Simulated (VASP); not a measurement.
Here is a VASP 6.6.1 calculation.

The input INCAR:

```
PREC     = Accurate       # precision mode
ENCUT    = 520            # plane-wave cutoff, eV
EDIFF    = 1E-6           # SCF threshold, eV
ISMEAR   = -1             # smearing method
SIGMA    = 0.05           # smearing width, eV
LREAL    = F              # projectors in reciprocal space
LASPH    = T              # aspherical terms in the spheres
NELM     = 150            # most SCF steps
ALGO     = Normal         # electronic algorithm
ISIF     = 2              # what is computed and relaxed
LWAVE    = F              # write WAVECAR
LCHARG   = F              # write CHGCAR
ISPIN    = 2              # spin polarisation
MAGMOM   = 2 0            # initial moments
LORBIT   = 11             # projections on sites
LMAXMIX  = 4              # l up to which the mixer works
GGA      = PS             # functional
NBANDS   = 18             # bands
```

KPOINTS

```
regular mesh
0
Gamma
  11 11 11
```

POSCAR

```
CoO
1.0
    0.0000000000      2.1595492692      2.1595492692
    2.1595492692      0.0000000000      2.1595492692
    2.1595492692      2.1595492692      0.0000000000
Co O
1 1
Direct
    0.0000000000      0.0000000000      0.0000000000
    0.5000000000      0.5000000000      0.5000000000
```

Potentials or basis: VASP PAW PBE potentials, release 64 (Co, O).

Run with:

```bash
$ cat potpaw_PBE.64/Co/POTCAR potpaw_PBE.64/O/POTCAR > POTCAR
$ mpirun -np 1 vasp_std > vasp.out
```

(1) Estimate the net moment.

(2) Predict the band gap on the k mesh.

(3) What does it give for the site moments?

(4) What does it give for the pressure?

Results:

(1) 2.98 μB per cell.

(2) zero (filled and empty bands overlap).

(3) Co +2.60; O +0.33 μB.

(4) -16.9 GPa.

Caveat: the PAW data sets were made with another functional, which shifts forces and pressure a little; a cell with one magnetic atom can't hold antiferromagnetic order, which such compounds often take; semilocal functionals often make such compounds metallic where correlation or magnetic order opens a gap, which also shifts bond lengths.
